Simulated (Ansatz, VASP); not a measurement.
## Zn in VASP and in Ansatz

```xyz
2
Lattice="2.5077 0.0000 0.0000 -1.2538 2.1717 0.0000 0.0000 0.0000 5.5860" Properties=species:S:1:pos:R:3 pbc="T T T"
Zn    0.0000    1.4478    1.3965
Zn    1.2538    0.7239    4.1895
```

Alike in both runs: task single point; functional PBEsol; k mesh 24 × 24 × 12; occupations gaussian, width 0.15 eV; no spin polarisation.

```csv
,VASP,Ansatz
version,VASP 6.6.1,Ansatz 0.2.0
potentials or method,"VASP PAW PBE potentials, release 64 (Zn), cutoff 520 eV","scalar-relativistic, plane waves, PAW"
valence electrons in the cell,24,24
```

```csv
,VASP,Ansatz,Ansatz less VASP
gap on the k mesh at the Fermi level (eV),none,none,-
pressure (GPa),2.0,1.2,-0.77
"traceless stress, the component that is largest in VASP (GPa)",-6.12,-5.81,+0.311
```

VASP's potentials were made for PBE, not for PBEsol. A gap of «none» marks a metal or a gap that the smearing closes. With one functional, cell and mesh, what is left measures potentials, basis and numerics.
